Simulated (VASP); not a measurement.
## TaN: single point with PBE

TaN:

```
Ta N
1.0
     0.00000    2.15721    2.17900
     2.17900    0.00000    2.17900
     2.17900    2.15721    0.00000
Ta N
1 1
Direct
  0.50000 0.50000 0.50000
  0.00000 0.00000 0.00000
```

This cell differs from its parent crystal: strain -0.0100 x Voigt [0, 1, 0, 0, 0, 0].

```json
{"Program": "VASP 6.6.1", "Task": "single point", "Functional": "PBE", "Potentials or basis": "VASP PAW PBE potentials, release 64 (Ta_pv, N)", "Cutoff": "520 eV", "k mesh": "18 × 18 × 18", "Occupations": "gaussian, width 0.15 eV", "Spin": "no spin polarisation"}
```

* Pressure: 19.7 GPa
* Band gap on the k mesh: zero (bands 8 and 9 overlap by 4.23 eV)

Stress tensor (GPa, compression positive):
```
17.24  0.00  0.00
 0.00 24.65  0.00
 0.00  0.00 17.24
```

Levels at points of the mesh, in eV from the Fermi level:
```csv
k point,band 4,band 5,band 6,band 7,band 8,band 9,band 10,band 11,band 12,band 13
"(0.00, 0.00, 0.00)",-19.19,-3.97,-3.97,-3.91,-2.27,-2.27,-2.14,-0.01,0.11,1.86
"(0.50, 0.00, 0.00)",-15.94,-10.70,-7.87,-7.87,1.96,2.05,2.11,3.93,7.79,8.05
"(0.50, 0.50, 0.00)",-17.93,-6.77,-5.74,-4.75,-4.70,2.22,3.68,3.82,4.92,7.22
"(0.50, 0.00, 0.50)",-17.92,-6.66,-5.76,-4.78,-4.78,2.23,3.75,3.75,4.95,7.29
```

Run time: 90 s on 1 thread of AMD EPYC 9R45 96-Core Processor (Zen 5) (shared host), peak memory 0.24 GiB.

Caveat: the cell differs from its parent crystal (strain -0.0100 x Voigt [0, 1, 0, 0, 0, 0]); the cell stands under pressure; spin-orbit coupling is left out, which moves the levels of the heavy elements.
